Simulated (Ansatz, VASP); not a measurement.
# AlRu: VASP beside Ansatz

INCAR

```
SYSTEM = AlRu
ALGO     = Fast           ! electronic algorithm
EDIFF    = 1E-6           ! SCF threshold, eV
ENCUT    = 520            ! plane-wave cutoff, eV
GGA      = PS             ! functional
ISIF     = 2              ! what is computed and relaxed
ISMEAR   = 0              ! smearing method
LASPH    = .TRUE.         ! aspherical terms in the spheres
LCHARG   = .FALSE.        ! write CHGCAR
LREAL    = .FALSE.        ! projectors in reciprocal space
LWAVE    = .FALSE.        ! write WAVECAR
NBANDS   = 25             ! bands
NELM     = 60             ! most SCF steps
PREC     = Accurate       ! precision mode
SIGMA    = 0.15           ! smearing width, eV
```

File KPOINTS:

```
k-points
0
G
  16 16 8
  0 0 0
```

POSCAR

```
AlRu
1.0
    2.9763250904      0.0000000000      0.0000000000
    0.0000000000      2.9763250904      0.0000000000
    0.0000000000      0.0000000000      5.9526501809
Al Ru
2 2
Direct
    0.0000000000      0.0000000000     -0.0122634453
    0.0000000000      0.0000000000      0.5122634453
    0.5000000000      0.5000000000      0.2500000000
    0.5000000000      0.5000000000      0.7500000000
```

Input for Ansatz:

```yaml
crystal:
  lattice:
    - [2.9763250904, 0.0, 0.0]
    - [0.0, 2.9763250904, 0.0]
    - [0.0, 0.0, 5.9526501809]
  atoms:
    - { symbol: Al, position: [0.0, 0.0, -0.0122634453] }
    - { symbol: Al, position: [0.0, 0.0, 0.5122634453] }
    - { symbol: Ru, position: [0.5, 0.5, 0.25] }
    - { symbol: Ru, position: [0.5, 0.5, 0.75] }
basis:
  ecutwfc: 420
kpoints:
  mp_grid: { grid: [16, 16, 8] }
hamiltonian:
  xc: pbesol
  pseudopotentials: { kind: paw, azcp: { folder: soft_1 } }
scf:
  occupations: { method: gaussian, width: 0.15 }
output:
  forces: true
  stress: true
  eigenvalues: true
```

Change from the starting cell: mode 4 frozen in at +0.000 Å and mode 12 at -0.073 Å (largest displacements).

Alike in both runs: task single point; functional PBEsol; k mesh 16 × 16 × 8; occupations gaussian, width 0.15 eV; no spin polarisation.

|  | VASP | Ansatz |
| --- | --- | --- |
| version | VASP 6.6.1 | Ansatz 0.2.0 |
| potentials or method | VASP PAW PBE potentials, release 64 (Al, Ru_pv), cutoff 520 eV | scalar-relativistic, plane waves, PAW |
| valence electrons in the cell | 34 | 38 |

Ansatz gave:

- gap on the k mesh at the Fermi level (eV): none
- pressure (GPa): 0.6
- traceless stress, the component that is largest in VASP (GPa): 0.22
- rms of the force components (eV/Å): 0.345

**Question.** What did VASP give for the same quantities?

**Answer.** gap on the k mesh at the Fermi level (eV): none; pressure (GPa): 0.7; traceless stress, the component that is largest in VASP (GPa): 0.22; rms of the force components (eV/Å): 0.347.

VASP's potentials were made for PBE, not for PBEsol, and Ansatz warns of the same on its side. Atom by atom the forces differ by 0.002 eV/Å (rms over components). A gap of «none» marks a metal or a gap that the smearing closes. With one functional, cell and mesh, what is left measures potentials, basis and numerics. VASP's potentials hold 34 valence electrons a cell and Ansatz's 38, so a difference there can come from the potentials and not from the codes.
